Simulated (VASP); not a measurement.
Here is a VASP 6.6.1 calculation.

Contents of INCAR:

```
SYSTEM = P
PREC = Accurate ; ENCUT = 600
EDIFF = 1E-7 ; ISMEAR = -1
SIGMA = 0.1 ; LREAL = .False.
LASPH = .True. ; NELM = 60
ALGO = Normal ; ISIF = 3
LWAVE = .False. ; LCHARG = .False.
GGA = RP ; IBRION = 2
NSW = 80 ; EDIFFG = -0.01
```

The input KPOINTS:

```
Automatic mesh
0
Gamma
  5 5 5
  0 0 0
```

Contents of POSCAR:

```
P
1.0
    4.9567132665      0.0000000000      0.0000000000
    0.0000000000      4.9567132665      0.0000000000
    0.0000000000      0.0000000000      4.9567132665
P
8
Direct
    0.0000000000      0.0000000000      0.0000000000
    0.5000000000      0.5000000000      0.5000000000
    0.2500000000      0.0000000000      0.5000000000
    0.7500000000      0.0000000000      0.5000000000
    0.5000000000      0.2500000000      0.0000000000
    0.5000000000      0.7500000000      0.0000000000
    0.0000000000      0.5000000000      0.2500000000
    0.0000000000      0.5000000000      0.7500000000
```

Potentials or basis: VASP PAW PBE potentials, release 64 (P).

Command:

```console
$ cat potpaw_PBE.64/P/POTCAR > POTCAR
$ mpirun -np 1 vasp_std > vasp.out
```

(1) Estimate the space group after relaxing (to 0.1 Å).

(2) Estimate the band gap on the k mesh.

Results:

(1) Pm-3n (No. 223).

(2) zero (bands 20 and 21 overlap by 0.64 eV).
